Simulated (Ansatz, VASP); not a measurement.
## MnSb in VASP and in Ansatz

```
Mn Sb
1.0
     0.00000    2.67842    2.67842
     2.67842    0.00000    2.67842
     2.67842    2.67842    0.00000
Mn Sb
1 1
Direct
  0.00000 0.00000 0.00000
  0.50000 0.50000 0.50000
```

Change from the starting cell: volume scaled by 0.88, PAW files.

Alike in both runs: task single point; functional PBE; k mesh 12 × 12 × 12; occupations fermi-dirac, width 0.08 eV; collinear spin.

|  | VASP | Ansatz |
| --- | --- | --- |
| version | VASP 6.6.1 | Ansatz 0.2.0 |
| potentials or method | VASP PAW PBE potentials, release 64 (Mn_pv, Sb) | PAW with Ansatz's default frozen-core files, scalar-relativistic |
| plane-wave cutoff (eV) | 520 | 420 |
| valence electrons in the cell | 18 | 30 |

|  | VASP | Ansatz | Ansatz less VASP |
| --- | --- | --- | --- |
| pressure (GPa) | 9.2 | 9.3 | +0.14 |
| net moment per atom (μB) | 1.76 | 1.77 | +0.005 |
| size of the moment on the site where the two differ most (μB) | 0.09 | 0.07 | -0.021 |

Site moments also hang on the region over which each program counts them. The functional is the same, so the differences come from potentials, cutoffs and numerics. VASP's potentials hold 18 valence electrons a cell and Ansatz's 30, so a difference there can come from the potentials and not from the codes.

Spin-orbit coupling is off throughout.
